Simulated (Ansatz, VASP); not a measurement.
# One calculation of GaAs, two programs

```
CELL_PARAMETERS angstrom
0.00000 2.83624 2.83624
2.83624 0.00000 2.83624
2.83624 2.83624 0.00000
ATOMIC_POSITIONS crystal
Ga 0.00000 0.00000 0.00000
As 0.75000 0.75000 0.75000
```

Change from the starting cell: volume scaled by 1.01, crystal datasets.

Alike in both runs: task electric field gradients; functional LDA; k mesh 11 × 11 × 11; occupations fermi-dirac, width 0.05 eV; no spin polarisation.

```csv
,VASP,Ansatz
version,VASP 6.6.1,Ansatz 0.2.0
potentials or method,"VASP PAW LDA potentials, release 64 (Ga_d, As), cutoff 520 eV","all-electron PAW with datasets made for the crystal, scalar-relativistic"
```

```csv
,VASP,Ansatz,Ansatz less VASP
pressure (GPa),-2.2,-2.5,-0.24
```

LDA's correlation is that of Perdew and Zunger in VASP and of Perdew and Wang (1992) in Ansatz. Ansatz ran all-electron here, and VASP with PAW potentials.
